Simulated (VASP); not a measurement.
Set up this calculation in VASP 6.6.1, as the native input.

```
Task                    : single point
Functional              : PBE
Potentials or basis     : VASP PAW PBE potentials, release 64 (Sm_3, Hf_pv, W_sv), 4f in core
Cutoff                  : 400 eV
k mesh                  : 10 × 10 × 6
Occupations             : gaussian, width 0.1 eV
Spin                    : no spin polarisation
Dipole correction       : no
k mesh for the DOS      : 15 × 15 × 9
Occupations for the DOS : tetrahedron
Further INCAR settings  : ALGO = Normal; EDIFF = 1e-06
```

Crystal: SmHfW.

```xyz
6
Lattice="4.1982 0.0000 0.0000 0.0000 4.1982 0.0000 0.0000 0.0000 7.8496" Properties=species:S:1:pos:R:3 pbc="T T T"
Sm    0.0000    0.0000    0.0000
Sm    2.0991    2.0991    0.0000
Hf    2.0991    0.0000    4.8444
Hf    0.0000    2.0991    3.0052
W     2.0991    0.0000    2.2031
W     0.0000    2.0991    5.6465
```

These files were run (other wordings do the same):

POSCAR

```
SmHfW
1.0
    4.1982240987      0.0000000000      0.0000000000
    0.0000000000      4.1982240987      0.0000000000
    0.0000000000      0.0000000000      7.8496163198
Sm Hf W
2 2 2
Direct
    0.0000000000      0.0000000000      0.0000000000
    0.5000000000      0.5000000000      0.0000000000
    0.5000000000      0.0000000000      0.6171564096
    0.0000000000      0.5000000000      0.3828435904
    0.5000000000      0.0000000000      0.2806653935
    0.0000000000      0.5000000000      0.7193346065
```

INCAR.step1

```
PREC     = Accurate       # precision mode
ENCUT    = 400            # plane-wave cutoff, eV
EDIFF    = 1E-6           # SCF threshold, eV
ISMEAR   = 0              # smearing method
SIGMA    = 0.1            # smearing width, eV
LREAL    = False          # projectors in reciprocal space
LASPH    = True           # aspherical terms in the spheres
NELM     = 200            # most SCF steps
ALGO     = Normal         # electronic algorithm
ISIF     = 2              # what is computed and relaxed
LWAVE    = False          # write WAVECAR
LCHARG   = True           # write CHGCAR
LMAXMIX  = 6              # l up to which the mixer works
GGA      = PE             # functional
NBANDS   = 44             # bands
GGA_COMPAT= False        
NEDOS    = 2001           # points of the DOS
LORBIT   = 11             # projections on sites
```

KPOINTS.step1

```
Automatic mesh
0
Gamma
  10 10 6
```

INCAR.step2

```
PREC     = Accurate       # precision mode
ENCUT    = 400            # plane-wave cutoff, eV
EDIFF    = 1E-6           # SCF threshold, eV
ISMEAR   = -5             # smearing method
SIGMA    = 0.1            # smearing width, eV
LREAL    = False          # projectors in reciprocal space
LASPH    = True           # aspherical terms in the spheres
NELM     = 200            # most SCF steps
ALGO     = Normal         # electronic algorithm
ISIF     = 2              # what is computed and relaxed
LWAVE    = False          # write WAVECAR
LCHARG   = False          # write CHGCAR
LMAXMIX  = 6              # l up to which the mixer works
GGA      = PE             # functional
LORBIT   = 11             # projections on sites
NEDOS    = 1001           # points of the DOS
ICHARG   = 11             # starting density
GGA_COMPAT= False
```

KPOINTS.step2

```
Automatic mesh
0
Gamma
  15 15 9
```

Potentials or basis: VASP PAW PBE potentials, release 64 (Sm_3, Hf_pv, W_sv), 4f in core.

Run with:

```bash
$ cat potpaw_PBE.64/Sm_3/POTCAR potpaw_PBE.64/Hf_pv/POTCAR potpaw_PBE.64/W_sv/POTCAR > POTCAR
$ cp INCAR.step1 INCAR
$ cp KPOINTS.step1 KPOINTS
$ mpirun -np 1 vasp_std > vasp.out
$ cp INCAR.step2 INCAR
$ cp KPOINTS.step2 KPOINTS
$ mpirun -np 1 vasp_std > vasp.out
```

Results of the run:

| Item | Value |
| --- | --- |
| Valence electrons inside the program's atomic spheres | Sm 9.50; Hf 8.18; W 12.04 |

Run time: 6.7 min on 1 thread of Intel(R) Xeon(R) 6975P-C (Granite Rapids), on a shared host, peak memory 0.67 GiB.
